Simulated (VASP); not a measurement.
A run of VASP 6.6.1 is set up as follows.

The input INCAR:

```
PREC = Accurate
ENCUT = 600
EDIFF = 1E-6
ISMEAR = 0
SIGMA = 0.05
LREAL = False
LASPH = True
NELM = 80
ALGO = Normal
ISIF = 4
LWAVE = False
LCHARG = False
GGA = PS
IBRION = 2
NSW = 60
EDIFFG = -0.01
```

The input KPOINTS:

```
Automatic mesh
0
Gamma
  10 10 8
```

File POSCAR:

```
HfN
1.0
    3.1448150014      0.0000000000      0.0000000000
   -1.5724075007      2.7234896814      0.0000000000
    0.0000000000      0.0000000000      5.6507193556
Hf N
2 2
Direct
    0.0000000000      0.0000000000      0.0000000000
    0.0000000000      0.0000000000      0.5000000000
    0.3333333333      0.6666666667      0.2500000000
    0.6666666667      0.3333333333      0.7500000000
```

Potentials or basis: VASP PAW PBE potentials, release 64 (Hf_pv, N).

Run with:

```console
$ cat potpaw_PBE.64/Hf_pv/POTCAR potpaw_PBE.64/N/POTCAR > POTCAR
$ mpirun -np 1 vasp_std > vasp.out
```

Q: What does it give for the band gap on the k mesh?

A: Zero (bands 15 and 16 overlap by 1.54 eV).

Final structure:
```
Hf N
1.0
     3.14955    0.00000    0.00000
    -1.57478    2.72759    0.00000
     0.00000    0.00000    5.63374
Hf N
2 2
Direct
  0.00000 0.00000 0.00000
  0.00000 0.00000 0.50000
  0.33333 0.66667 0.25000
  0.66667 0.33333 0.75000
```

Caveat: spin-orbit coupling is left out, which moves the levels of the heavy elements.
